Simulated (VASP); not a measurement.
# V (Im-3m) in VASP: a series of runs

The runs below take V through single point, with PBE.

Program: VASP 6.6.1. These are calculated values, not measurements. Logs are shortened: lines on timing, memory, paths and dates and some standing lists are left out, and cuts for length are marked.

## 1. The cell of the first run

Symmetry: Im-3m, No. 229, cubic system. The conventional cell has a = 2.998 Å, b = 2.998 Å, c = 2.998 Å, α = 90.00°, β = 90.00°, γ = 90.00°. Within 3.4 Å of V (site symmetry m-3m) lie 14 V at 2.60 to 3.00 Å.

## 2. Single point, PBE

Contents of INCAR:

```
PREC = Accurate
ENCUT = 520
EDIFF = 1E-6
ISMEAR = -1
SIGMA = 0.1
LREAL = False
LASPH = True
NELM = 100
ALGO = Normal
ISIF = 2
LWAVE = False
LCHARG = True
GGA = PE
LELF = True
LVHAR = True
NBANDS = 12
```

Contents of KPOINTS:

```
regular mesh
0
Gamma
  21 21 21
```

Contents of POSCAR:

```
V
1.0
   -1.4991761207      1.4991761207      1.4991761207
    1.4991761207     -1.4991761207      1.4991761207
    1.4991761207      1.4991761207     -1.4991761207
V
1
Direct
    0.0000000000      0.0000000000      0.0000000000
```

Potentials or basis: VASP PAW PBE potentials, release 64 (V_sv).

Started as:

```console
cat potpaw_PBE.64/V_sv/POTCAR > POTCAR
mpirun -np 1 vasp_std > vasp.out
```

OUTCAR:

```text
PREC = Accurate
   ENCUT = 520
   EDIFF = 1E-6
   ISMEAR = -1
   LREAL = False
   LASPH = True
   NELM = 100
   ISIF = 2
   GGA = PE

 ion  position               nearest neighbor table
   1  0.000  0.000  0.000-

  LATTYP: Found a body centered cubic cell.
 ALAT       =     2.9983522414

  Lattice vectors:

 A1 = (  -1.4991761207,   1.4991761207,   1.4991761207)
 A2 = (   1.4991761207,  -1.4991761207,   1.4991761207)
 A3 = (   1.4991761207,   1.4991761207,  -1.4991761207)

Analysis of symmetry for initial positions (statically):
=====================================================================
 Subroutine PRICEL returns:
 Original cell was already a primitive cell.

 Routine SETGRP: Setting up the symmetry group for a
 body centered cubic supercell.

 Subroutine GETGRP returns: Found 48 space group operations
 (whereof 48 operations were pure point group operations)
 out of a pool of 48 trial point group operations.

The static configuration has the point symmetry O_h .

Analysis of symmetry for dynamics (positions and initial velocities):
=====================================================================
 Subroutine PRICEL returns:
 Original cell was already a primitive cell.

 Routine SETGRP: Setting up the symmetry group for a
 body centered cubic supercell.

 Subroutine GETGRP returns: Found 48 space group operations
 (whereof 48 operations were pure point group operations)
 out of a pool of 48 trial point group operations.

The dynamic configuration has the point symmetry O_h .

 Subroutine INISYM returns: Found 48 space group operations
 (whereof 48 operations are pure point group operations),
 and found     1 'primitive' translations

----------------------------------------------------------------------------------------

                                     Primitive cell

  volume of cell :      13.4778

  direct lattice vectors                    reciprocal lattice vectors
    -1.499176121  1.499176121  1.499176121     0.000000000  0.333516518  0.333516518
     1.499176121 -1.499176121  1.499176121     0.333516518  0.000000000  0.333516518
     1.499176121  1.499176121 -1.499176121     0.333516518  0.333516518  0.000000000

  length of vectors
     2.596649211  2.596649211  2.596649211     0.471663583  0.471663583  0.471663583

  position of ions in fractional coordinates (direct lattice)
     0.000000000  0.000000000  0.000000000

  ion indices of the primitive-cell ions
   primitive index   ion index
                 1           1

----------------------------------------------------------------------------------------

 KPOINTS: regular mesh

Automatic generation of k-mesh.
 Grid dimensions read from file:
 generate k-points for:   21   21   21

 Generating k-lattice:

  Cartesian coordinates                     Fractional coordinates (reciprocal lattice)
     0.000000000  0.015881739  0.015881739     0.047619048  0.000000000  0.000000000
     0.015881739  0.000000000  0.015881739     0.000000000  0.047619048  0.000000000
     0.015881739  0.015881739  0.000000000     0.000000000  0.000000000  0.047619048

  Length of vectors
     0.022460171  0.022460171  0.022460171

  Shift w.r.t. Gamma in fractional coordinates (k-lattice)
     0.000000000  0.000000000  0.000000000

 Subroutine IBZKPT returns following result:
 ===========================================

 Found    286 irreducible k-points:

 Following reciprocal coordinates:
            Coordinates               Weight
  0.000000  0.000000  0.000000      1.000000
  0.047619  0.000000  0.000000     12.000000
  0.095238  0.000000  0.000000     12.000000
  0.142857  0.000000  0.000000     12.000000
  0.190476  0.000000  0.000000     12.000000
  0.238095  0.000000  0.000000     12.000000
[... 16 lines left out ...]
  0.142857  0.095238  0.000000     48.000000
  0.190476  0.095238  0.000000     48.000000
 [... further k-points ...]
   k-points           NKPTS =    286   k-points in BZ     NKDIM =    286   number of bands    NBANDS=     12
   number of dos      NEDOS =    301   number of ions     NIONS =      1
   total plane-waves  NPLWV =   8000
   dimension x,y,z NGX =    20 NGY =   20 NGZ =   20
   dimension x,y,z NGXF=    40 NGYF=   40 NGZF=   40
   ions per type =               1
   NGX,Y,Z   is equivalent  to a cutoff of  12.80, 12.80, 12.80 a.u.
   NGXF,Y,Z  is equivalent  to a cutoff of  25.61, 25.61, 25.61 a.u.
 SYSTEM =  unknown system
   PREC   = accura    normal or accurate (medium, high low for compatibility)
   ISTART =      0    job   : 0-new  1-cont  2-samecut
   ICHARG =      2    charge: 1-file 2-atom 10-const
   ISPIN  =      1    spin polarized calculation?
   LNONCOLLINEAR =      F non collinear calculations
   LSORBIT =      F    spin-orbit coupling
   LASPH  =      T    aspherical Exc in radial PAW
   ENCUT  =  520.0 eV  38.22 Ry    6.18 a.u.   4.83  4.83  4.83*2*pi/ulx,y,z
   NELM   =    100;   NELMIN=  2; NELMDL= -5     # of ELM steps
   EDIFF  = 0.1E-05   stopping-criterion for ELM
   LREAL  =      F    real-space projection
   EDIFFG = 0.1E-04   stopping-criterion for IOM
   NSW    =      0    number of steps for IOM
   IBRION =     -1    ionic relax: 0-MD 1-quasi-New 2-CG
   NFREE  =      0    steps in history (QN), initial steepest desc. (CG)
   ISIF   =      2    stress and relaxation
   ISYM   =      2    0-nonsym 1-usesym 2-fastsym
   POTIM  = 0.5000    time-step for ionic-motion
   TEBEG  =    0.0;   TEEND  =   0.0 temperature during run
   PSTRESS=    0.0 pullay stress
   NELECT =      13.0000    total number of electrons
   NUPDOWN=      -1.0000    fix difference up-down
   EMIN   =  10.00;   EMAX   =-10.00  energy-range for DOS
   EFERMI =   0.00;   METHOD = LEGACY
   ISMEAR =    -1;   SIGMA  =   0.10  broadening in eV -4-tet -1-fermi 0-gaus
   EFERMI_NEDOS =   21; number of points for ismear=-14 and -15
   IALGO  =     38    algorithm
   IMIX   =      4    mixing-type and parameters
     AMIX     =   0.40;   BMIX     =  1.00
     AMIX_MAG =   1.60;   BMIX_MAG =  1.00
  volume/ion in A,a.u.               =      13.48        90.95
  Fermi-wavevector in a.u.,A,eV,Ry     =   1.617521  3.056672 35.597938  2.616375
  Thomas-Fermi vector in A             =   2.711933
   LORBIT       =      0    0 simple, 1 ext, 2 COOP (PROOUT), +10 PAW based schemes
   GGA     = PE    functional components
   LHFCALC =     F    Hartree Fock is set to
   AEXX    =    0.0000 exact exchange contribution
   IVDW    =     0    specifies the selected vdW correction
   LEPSILON=     F    determine dielectric tensor
   LRPA    =     F    only Hartree local field effects (RPA)
 non-spin polarized calculation
  energy-cutoff  :      520.00
  volume of cell :       13.48
 maximum number of plane-waves:       373
   NGX =  9   NGY =  9   NGZ =  9

 number of electron      12.9999990 magnetization

 Free energy of the ion-electron system (eV)
  ---------------------------------------------------
  ext. energy  EPLUGINS =         0.00000000
  ---------------------------------------------------
  free energy    TOTEN  =        -9.02092451 eV

  energy without entropy =       -8.96396474  energy(sigma->0) =       -8.99244462

 E-fermi :   9.7217     XC(G=0): -12.9008

 val. band max:        9.7183567969   @ k =  -0.2381   0.2381   0.0952
 cond. band min:       9.7266398093   @ k =   0.1905   0.0476   0.0000
 fundamental gap:      0.0082830124
 Fermi energy:         9.7216842240

 k-point     1 :       0.0000    0.0000    0.0000
  band No.  band energies     occupation
      1     -54.0145      2.00000
      2     -27.3164      2.00000
      3     -27.3164      2.00000
      4     -27.3164      2.00000
      5       3.1146      2.00000
      6      10.1157      0.03816
      7      10.1157      0.03816
      8      10.1157      0.03816
      9      12.1243      0.00000
     10      12.1243      0.00000
     11      30.1814      0.00000
     12      30.1814      0.00000

 k-point     2 :       0.0476    0.0000    0.0000
  band No.  band energies     occupation
      1     -54.0102      2.00000
      2     -27.3372      2.00000
      3     -27.3227      2.00000
      4     -27.3165      2.00000
      5       3.2066      2.00000
      6      10.0763      0.05606
      7      10.1079      0.04118
      8      10.1811      0.02003
      9      12.0778      0.00000
     10      12.1267      0.00000
     11      30.0181      0.00000
     12      30.1708      0.00000

 k-point     3 :       0.0952    0.0000    0.0000
  band No.  band energies     occupation
      1     -53.9976      2.00000
      2     -27.3976      2.00000
      3     -27.3412      2.00000
      4     -27.3169      2.00000
      5       3.4771      2.00000
      6       9.9633      0.16387
      7      10.0751      0.05671
      8      10.3743      0.00293
      9      11.9620      0.00000
     10      12.1352      0.00000
     11      29.5265      0.00000
     12      30.0851      0.00000

 k-point     4 :       0.1429    0.0000    0.0000
  band No.  band energies     occupation
      1     -53.9778      2.00000
      2     -27.4916      2.00000
      3     -27.3701      2.00000
      4     -27.3176      2.00000
      5       3.9086      2.00000
      6       9.7909      0.66697
      7       9.9948      0.12230
      8      10.6864      0.00013
      9      11.8376      0.00000
     10      12.1523      0.00000
     11      28.7017      0.00000
     12      29.7975      0.00000

 k-point     5 :       0.1905    0.0000    0.0000
  band No.  band energies     occupation
      1     -53.9525      2.00000
      2     -27.6100      2.00000
      3     -27.4066      2.00000
      4     -27.3184      2.00000
      5       4.4686      2.00000
      6       9.5792      1.61219
      7       9.8581      0.40714
      8      11.1018      0.00000
      9      11.7698      0.00000
     10      12.1813      0.00000
     11      27.5627      0.00000
     12      29.2337      0.00000

 k-point     6 :       0.2381    0.0000    0.0000
  band No.  band energies     occupation
      1     -53.9240      2.00000
      2     -27.7415      2.00000
      3     -27.4475      2.00000
      4     -27.3194      2.00000
      5       5.1008      2.00000
      6       9.3503      1.95239
      7       9.7101      1.05799
      8      11.5974      0.00000
      9      11.7838      0.00000
     10      12.2239      0.00000
     11      26.1822      0.00000
     12      28.4728      0.00000

 k-point     7 :       0.2857    0.0000    0.0000
  band No.  band energies     occupation
      1     -53.8946      2.00000
      2     -27.8744      2.00000
      3     -27.4892      2.00000
      4     -27.3205      2.00000
      5       5.7126      2.00000
      6       9.1256      1.99486
      7       9.6588      1.30451
      8      11.8607      0.00000
      9      12.1409      0.00000
     10      12.2789      0.00000
     11      24.6719      0.00000
     12      27.6582      0.00000

 k-point     8 :       0.3333    0.0000    0.0000
  band No.  band energies     occupation
      1     -53.8671      2.00000
      2     -27.9968      2.00000
      3     -27.5278      2.00000
      4     -27.3214      2.00000
      5       6.1806      2.00000
      6       8.9236      1.99932
      7       9.8339      0.49117
      8      11.9653      0.00000
      9      12.3413      0.00000
     10      12.6895      0.00000
     11      23.1518      0.00000
     12      26.9029      0.00000
[... 166 lines left out ...]
 k-point    20 :       0.4286    0.0476    0.0000
  band No.  band energies     occupation
      1     -53.8205      2.00000
      2     -28.1886      2.00000
      3     -27.5962      2.00000
      4     -27.3311      2.00000
      5       6.5840      2.00000
      6       8.6155      1.99997
      7      10.8994      0.00002
      8      12.1106      0.00000
      9      12.5697      0.00000
     10      13.8471      0.00000
     11      20.2069      0.00000
     12      25.6326      0.00000

 k-point    21 :       0.4762    0.0476    0.0000
  band No.  band energies     occupation
      1     -53.8161      2.00000
      2     -28.2071      2.00000
      3     -27.6026      2.00000
      4     -27.3313      2.00000
      5       6.5874      2.00000
      6       8.5861      1.99998
      7      11.1025      0.00000
      8      12.1100      0.00000
      9      12.6084      0.00000
     10      13.9683      0.00000
     11      19.8559      0.00000
     12      25.5211      0.00000

 k-point    22 :       0.0952    0.0952    0.0000
  band No.  band energies     occupation
      1     -53.9666      2.00000
      2     -27.5432      2.00000
      3     -27.3691      2.00000
      4     -27.3363      2.00000
      5       4.1595      2.00000
      6       9.7624      0.79928
      7       9.8397      0.47020
      8      10.9117      0.00001
      9      11.7338      0.00000
     10      12.2097      0.00000
     11      28.4387      0.00000
     12      29.3625      0.00000

 k-point    23 :       0.1429    0.0952    0.0000
  band No.  band energies     occupation
      1     -53.9424      2.00000
      2     -27.6507      2.00000
      3     -27.4040      2.00000
      4     -27.3425      2.00000
      5       4.7067      2.00000
      6       9.5694      1.64191
      7       9.6760      1.22443
      8      11.3464      0.00000
      9      11.6525      0.00000
     10      12.2727      0.00000
     11      27.5003      0.00000
     12      28.6020      0.00000

 k-point    24 :       0.1905    0.0952    0.0000
  band No.  band energies     occupation
      1     -53.9151      2.00000
      2     -27.7684      2.00000
      3     -27.4486      2.00000
      4     -27.3457      2.00000
      5       5.3294      2.00000
      6       9.3412      1.95644
      7       9.5189      1.76736
      8      11.6462      0.00000
      9      11.8683      0.00000
     10      12.3414      0.00000
     11      26.2284      0.00000
     12      27.8100      0.00000

 [... further k-points ...]
[... 5 lines left out ...]
  --------------------------------------------------------------------------------------
  -------------------------------------------------------------------------------------
  Total        0.0233959      0.0233959      0.0233959     -0.0000000     -0.0000000      0.0000000
  in kB        2.7812003      2.7812003      2.7812003     -0.0000000     -0.0000000      0.0000000
  external PRESSURE =       2.7812003 kB  Pullay stress =       0.0000000 kB

 VOLUME and BASIS-vectors are now :
 -----------------------------------------------------------------------------
  energy-cutoff  :      520.00
  volume of cell :       13.48
      direct lattice vectors                 reciprocal lattice vectors
    -1.499176121  1.499176121  1.499176121     0.000000000  0.333516518  0.333516518
     1.499176121 -1.499176121  1.499176121     0.333516518  0.000000000  0.333516518
     1.499176121  1.499176121 -1.499176121     0.333516518  0.333516518  0.000000000

 POSITION                                       TOTAL-FORCE (eV/Angst)
 -----------------------------------------------------------------------------------
      0.00000      0.00000      0.00000         0.000000      0.000000      0.000000
 -----------------------------------------------------------------------------------
    total drift:                                0.000000     -0.000000      0.000000

  FREE ENERGIE OF THE ION-ELECTRON SYSTEM (eV)
  ---------------------------------------------------
  free  energy   TOTEN  =        -9.0209245058 eV

  energy  without entropy=       -8.9639647383  energy(sigma->0) =       -8.99244462
```

Wall time 58 s (1 thread of Intel Xeon 8259CL, shared host); peak memory 0.16 GiB.

Results:

| Quantity | Value |
| --- | --- |
| Free energy | -9.0209 eV |
| Pressure | 0.3 GPa |

## 3. Single point, PBE

Contents of INCAR:

```
SYSTEM = V
ALGO     = Normal         ! electronic algorithm
EDIFF    = 1E-6           ! SCF threshold, eV
ENCUT    = 520            ! plane-wave cutoff, eV
GGA      = PE             ! functional
ISIF     = 2              ! what is computed and relaxed
ISMEAR   = -1             ! smearing method
LASPH    = .TRUE.         ! aspherical terms in the spheres
LCHARG   = .TRUE.         ! write CHGCAR
LELF     = .TRUE.         ! ELF
LREAL    = .FALSE.        ! projectors in reciprocal space
LVHAR    = .TRUE.       
LWAVE    = .FALSE.        ! write WAVECAR
NBANDS   = 12             ! bands
NELM     = 60             ! most SCF steps
PREC     = Accurate       ! precision mode
SIGMA    = 0.6            ! smearing width, eV
```

Contents of KPOINTS:

```
k-points
0
G
  15 15 15
  0 0 0
```

POSCAR is that of step 2.

Potentials or basis: VASP PAW PBE potentials, release 64 (V_sv).

Started as:

```console
cat potpaw_PBE.64/V_sv/POTCAR > POTCAR
mpirun -np 1 vasp_std > vasp.out
```

Wall time 20 s (1 thread of Intel Xeon 8259CL, shared host); peak memory 0.14 GiB.

The run converged. Its results:

```yaml
Free_energy: -9.8184 eV
Pressure: 11.1 GPa
```

Levels at points of the mesh, in eV from the Fermi level:
| k point | band 5 | band 6 | band 7 | band 8 | band 9 | band 10 |
| --- | --- | --- | --- | --- | --- | --- |
| (0.00, 0.00, 0.00) | -6.91 | 0.19 | 0.19 | 0.19 | 2.21 | 2.21 |

[end of part 1 of 2]
